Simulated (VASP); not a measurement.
# HfN in VASP: further runs

HfN is run at these levels: LDA; tasks: single point.

All numbers are computed with VASP 6.6.1; they aren't measurements. Logs are shortened: lines on timing, memory, paths and dates and some standing lists are left out, and cuts for length are marked.

## 1. The cell of the first run

It takes space group Fm-3m (No. 225, cubic). Conventional cell: a = 4.157 Å, b = 4.157 Å, c = 4.157 Å, α = 90.00°, β = 90.00°, γ = 90.00°. Hf (site symmetry m-3m) has 6 N at 2.08 Å within 2.8 Å. Within 2.8 Å of N (site symmetry m-3m) lie 6 Hf at 2.08 Å.

## 2. Single point, LDA (strain -0.080 along x and y, -0.080 along z)

INCAR reads:

```
PREC     = Accurate       # precision mode
ENCUT    = 520            # plane-wave cutoff, eV
EDIFF    = 1E-6           # SCF threshold, eV
ISMEAR   = 0              # smearing method
SIGMA    = 0.15           # smearing width, eV
LREAL    = False          # projectors in reciprocal space
LASPH    = True           # aspherical terms in the spheres
NELM     = 60             # most SCF steps
ALGO     = Normal         # electronic algorithm
ISIF     = 2              # what is computed and relaxed
LWAVE    = False          # write WAVECAR
LCHARG   = False          # write CHGCAR
NBANDS   = 14             # bands
```

KPOINTS reads:

```
Automatic mesh
0
Gamma
  18 18 18
```

POSCAR reads:

```
HfN
1.0
    0.0000000000      2.0782800000      2.0782800000
    2.0782800000      0.0000000000      2.0782800000
    2.0782800000      2.0782800000      0.0000000000
Hf N
1 1
Direct
    0.0000000000      0.0000000000      0.0000000000
    0.5000000000      0.5000000000      0.5000000000
```

Potentials or basis: VASP PAW LDA potentials, release 64 (Hf_pv, N).

Command:

```bash
$ cat potpaw_LDA.64/Hf_pv/POTCAR potpaw_LDA.64/N/POTCAR > POTCAR
$ mpirun -np 1 vasp_std > vasp.out
```

OUTCAR:

```text
PREC = Accurate
   ENCUT = 520
   EDIFF = 1E-6
   ISMEAR = 0
   LREAL = False
   LASPH = True
   NELM = 60
   ISIF = 2

 ion  position               nearest neighbor table
   1  0.000  0.000  0.000-   2 2.08   2 2.08   2 2.08   2 2.08   2 2.08   2 2.08
   2  0.500  0.500  0.500-   1 2.08   1 2.08   1 2.08   1 2.08   1 2.08   1 2.08

  LATTYP: Found a face centered cubic cell.
 ALAT       =     4.1565600000

  Lattice vectors:

 A1 = (   0.0000000000,   2.0782800000,   2.0782800000)
 A2 = (   2.0782800000,   0.0000000000,   2.0782800000)
 A3 = (   2.0782800000,   2.0782800000,   0.0000000000)

Analysis of symmetry for initial positions (statically):
=====================================================================
 Subroutine PRICEL returns:
 Original cell was already a primitive cell.

 Routine SETGRP: Setting up the symmetry group for a
 face centered cubic supercell.

 Subroutine GETGRP returns: Found 48 space group operations
 (whereof 48 operations were pure point group operations)
 out of a pool of 48 trial point group operations.

The static configuration has the point symmetry O_h .

Analysis of symmetry for dynamics (positions and initial velocities):
=====================================================================
 Subroutine PRICEL returns:
 Original cell was already a primitive cell.

 Routine SETGRP: Setting up the symmetry group for a
 face centered cubic supercell.

 Subroutine GETGRP returns: Found 48 space group operations
 (whereof 48 operations were pure point group operations)
 out of a pool of 48 trial point group operations.

The dynamic configuration has the point symmetry O_h .

 Subroutine INISYM returns: Found 48 space group operations
 (whereof 48 operations are pure point group operations),
 and found     1 'primitive' translations

----------------------------------------------------------------------------------------

                                     Primitive cell

  volume of cell :      17.9532

  direct lattice vectors                    reciprocal lattice vectors
     0.000000000  2.078280000  2.078280000    -0.240583559  0.240583559  0.240583559
     2.078280000  0.000000000  2.078280000     0.240583559 -0.240583559  0.240583559
     2.078280000  2.078280000  0.000000000     0.240583559  0.240583559 -0.240583559

  length of vectors
     2.939131762  2.939131762  2.939131762     0.416702948  0.416702948  0.416702948

  position of ions in fractional coordinates (direct lattice)
     0.000000000  0.000000000  0.000000000
     0.500000000  0.500000000  0.500000000

  ion indices of the primitive-cell ions
   primitive index   ion index
                 1           1
                 2           2

----------------------------------------------------------------------------------------

 KPOINTS: Automatic mesh

Automatic generation of k-mesh.
 Grid dimensions read from file:
 generate k-points for:   18   18   18

 Generating k-lattice:

  Cartesian coordinates                     Fractional coordinates (reciprocal lattice)
    -0.013365753  0.013365753  0.013365753     0.055555556  0.000000000  0.000000000
     0.013365753 -0.013365753  0.013365753     0.000000000  0.055555556  0.000000000
     0.013365753  0.013365753 -0.013365753     0.000000000  0.000000000  0.055555556

  Length of vectors
     0.023150164  0.023150164  0.023150164

  Shift w.r.t. Gamma in fractional coordinates (k-lattice)
     0.000000000  0.000000000  0.000000000

 Subroutine IBZKPT returns following result:
 ===========================================

 Found    195 irreducible k-points:

 Following reciprocal coordinates:
            Coordinates               Weight
  0.000000  0.000000  0.000000      1.000000
  0.055556  0.000000  0.000000      8.000000
  0.111111  0.000000  0.000000      8.000000
  0.166667  0.000000  0.000000      8.000000
  0.222222  0.000000  0.000000      8.000000
  0.277778  0.000000  0.000000      8.000000
[... 16 lines left out ...]
 -0.277778  0.055556  0.000000     24.000000
 -0.222222  0.055556  0.000000     24.000000
 [... further k-points ...]
   k-points           NKPTS =    195   k-points in BZ     NKDIM =    195   number of bands    NBANDS=     14
   number of dos      NEDOS =    301   number of ions     NIONS =      2
   total plane-waves  NPLWV =  13824
   dimension x,y,z NGX =    24 NGY =   24 NGZ =   24
   dimension x,y,z NGXF=    48 NGYF=   48 NGZF=   48
   ions per type =               1   1
   NGX,Y,Z   is equivalent  to a cutoff of  13.58, 13.58, 13.58 a.u.
   NGXF,Y,Z  is equivalent  to a cutoff of  27.15, 27.15, 27.15 a.u.
 SYSTEM =  unknown system
   PREC   = accura    normal or accurate (medium, high low for compatibility)
   ISTART =      0    job   : 0-new  1-cont  2-samecut
   ICHARG =      2    charge: 1-file 2-atom 10-const
   ISPIN  =      1    spin polarized calculation?
   LNONCOLLINEAR =      F non collinear calculations
   LSORBIT =      F    spin-orbit coupling
   LASPH  =      T    aspherical Exc in radial PAW
   ENCUT  =  520.0 eV  38.22 Ry    6.18 a.u.   5.46  5.46  5.46*2*pi/ulx,y,z
   NELM   =     60;   NELMIN=  2; NELMDL= -5     # of ELM steps
   EDIFF  = 0.1E-05   stopping-criterion for ELM
   LREAL  =      F    real-space projection
   EDIFFG = 0.1E-04   stopping-criterion for IOM
   NSW    =      0    number of steps for IOM
   IBRION =     -1    ionic relax: 0-MD 1-quasi-New 2-CG
   NFREE  =      0    steps in history (QN), initial steepest desc. (CG)
   ISIF   =      2    stress and relaxation
   ISYM   =      2    0-nonsym 1-usesym 2-fastsym
   POTIM  = 0.5000    time-step for ionic-motion
   TEBEG  =    0.0;   TEEND  =   0.0 temperature during run
   PSTRESS=    0.0 pullay stress
   NELECT =      15.0000    total number of electrons
   NUPDOWN=      -1.0000    fix difference up-down
   EMIN   =  10.00;   EMAX   =-10.00  energy-range for DOS
   EFERMI =   0.00;   METHOD = LEGACY
   ISMEAR =     0;   SIGMA  =   0.15  broadening in eV -4-tet -1-fermi 0-gaus
   EFERMI_NEDOS =   21; number of points for ismear=-14 and -15
   IALGO  =     38    algorithm
   IMIX   =      4    mixing-type and parameters
     AMIX     =   0.40;   BMIX     =  1.00
     AMIX_MAG =   1.60;   BMIX_MAG =  1.00
  volume/ion in A,a.u.               =       8.98        60.58
  Fermi-wavevector in a.u.,A,eV,Ry     =   1.541906  2.913780 32.347493  2.377474
  Thomas-Fermi vector in A             =   2.647786
   LORBIT       =      0    0 simple, 1 ext, 2 COOP (PROOUT), +10 PAW based schemes
   GGA     = CA    functional components
   LHFCALC =     F    Hartree Fock is set to
   AEXX    =    0.0000 exact exchange contribution
   IVDW    =     0    specifies the selected vdW correction
   LEPSILON=     F    determine dielectric tensor
   LRPA    =     F    only Hartree local field effects (RPA)
 non-spin polarized calculation
 Gauss-broadening in eV      SIGMA  =   0.15
  energy-cutoff  :      520.00
  volume of cell :       17.95
 maximum number of plane-waves:       531
 NGX is ok and might be reduce to    24
   NGX = 11   NGY = 11   NGZ = 11

 number of electron      15.0000001 magnetization

 Free energy of the ion-electron system (eV)
  ---------------------------------------------------
  ext. energy  EPLUGINS =         0.00000000
  ---------------------------------------------------
  free energy    TOTEN  =       -22.72661714 eV

  energy without entropy =      -22.72126717  energy(sigma->0) =      -22.72394215

 E-fermi :  10.6073     XC(G=0): -14.3154

 val. band max:       10.6017812576   @ k =  -0.3889   0.3889   0.1667
 cond. band min:      10.7160966913   @ k =   0.5000   0.2222   0.0556
 fundamental gap:      0.1143154337
 Fermi energy:        10.6073221538

 k-point     1 :       0.0000    0.0000    0.0000
  band No.  band energies     occupation
      1     -19.2953      2.00000
      2     -19.2953      2.00000
      3     -19.2953      2.00000
      4      -8.0113      2.00000
      5       7.4593      2.00000
      6       7.4593      2.00000
      7       7.4593      2.00000
      8      10.0298      2.00000
      9      10.0298      2.00000
     10      10.0298      2.00000
     11      13.1866      0.00000
     12      13.1866      0.00000
     13      15.4313      0.00000
     14      20.8814      0.00000

 k-point     2 :       0.0556    0.0000    0.0000
  band No.  band energies     occupation
      1     -19.3837      2.00000
      2     -19.3008      2.00000
      3     -19.3008      2.00000
      4      -7.8792      2.00000
      5       7.0791      2.00000
      6       7.1728      2.00000
      7       7.1728      2.00000
      8      10.1799      1.99994
      9      10.1799      1.99994
     10      10.1868      1.99993
     11      13.5444      0.00000
     12      13.5444      0.00000
     13      15.6390      0.00000
     14      21.2098      0.00000

 k-point     3 :       0.1111    0.0000    0.0000
  band No.  band energies     occupation
      1     -19.6290      2.00000
      2     -19.3167      2.00000
      3     -19.3167      2.00000
      4      -7.5049      2.00000
      5       6.1978      2.00000
      6       6.5096      2.00000
      7       6.5096      2.00000
      8      10.4869      1.74359
      9      10.5679      1.29011
     10      10.5679      1.29011
     11      14.4758      0.00000
     12      14.4758      0.00000
     13      16.2019      0.00000
     14      22.1431      0.00000
[... 324 lines left out ...]
 k-point    23 :      -0.2778    0.0556    0.0000
  band No.  band energies     occupation
      1     -20.8952      2.00000
      2     -19.4981      2.00000
      3     -19.3803      2.00000
      4      -5.2501      2.00000
      5       2.5249      2.00000
      6       3.9464      2.00000
      7       4.4901      2.00000
      8      11.8152      0.00000
      9      12.6534      0.00000
     10      13.9676      0.00000
     11      17.8354      0.00000
     12      19.0997      0.00000
     13      19.9136      0.00000
     14      23.1790      0.00000

 k-point    24 :      -0.2222    0.0556    0.0000
  band No.  band energies     occupation
      1     -20.5224      2.00000
      2     -19.4657      2.00000
      3     -19.3472      2.00000
      4      -5.9653      2.00000
      5       3.4914      2.00000
      6       4.4998      2.00000
      7       5.1282      2.00000
      8      11.2350      0.00000
      9      11.7749      0.00000
     10      13.0257      0.00000
     11      16.6023      0.00000
     12      18.4081      0.00000
     13      18.4727      0.00000
     14      23.1836      0.00000

 [... further k-points ...]
[... 5 lines left out ...]
  --------------------------------------------------------------------------------------
  -------------------------------------------------------------------------------------
  Total       11.6180146     11.6180146     11.6180146      0.0000000     -0.0000000      0.0000000
  in kB     1036.8127545   1036.8127545   1036.8127545      0.0000000     -0.0000000      0.0000000
  external PRESSURE =    1036.8127545 kB  Pullay stress =       0.0000000 kB

 VOLUME and BASIS-vectors are now :
 -----------------------------------------------------------------------------
  energy-cutoff  :      520.00
  volume of cell :       17.95
      direct lattice vectors                 reciprocal lattice vectors
     0.000000000  2.078280000  2.078280000    -0.240583559  0.240583559  0.240583559
     2.078280000  0.000000000  2.078280000     0.240583559 -0.240583559  0.240583559
     2.078280000  2.078280000  0.000000000     0.240583559  0.240583559 -0.240583559

 POSITION                                       TOTAL-FORCE (eV/Angst)
 -----------------------------------------------------------------------------------
      0.00000      0.00000      0.00000         0.000000     -0.000000     -0.000000
      2.07828      2.07828      2.07828        -0.000000      0.000000      0.000000
 -----------------------------------------------------------------------------------
    total drift:                                0.000000     -0.000000     -0.000000

  FREE ENERGIE OF THE ION-ELECTRON SYSTEM (eV)
  ---------------------------------------------------
  free  energy   TOTEN  =       -22.7266171383 eV

  energy  without entropy=      -22.7212671695  energy(sigma->0) =      -22.72394215
```

It took 30 s on 1 thread of Intel Xeon Platinum 8375C at 2.90GHz (Ice Lake), shared host; peak memory 0.17 GiB.

Results:

| Quantity | Value |
| --- | --- |
| Free energy | -22.7266 eV |
| Pressure | 103.7 GPa |

Caveat: the cell differs from its parent crystal (strain -0.080 along x and y, -0.080 along z); spin-orbit coupling is left out, which moves the levels of the heavy elements.

(Continued in part 2 of 2.)
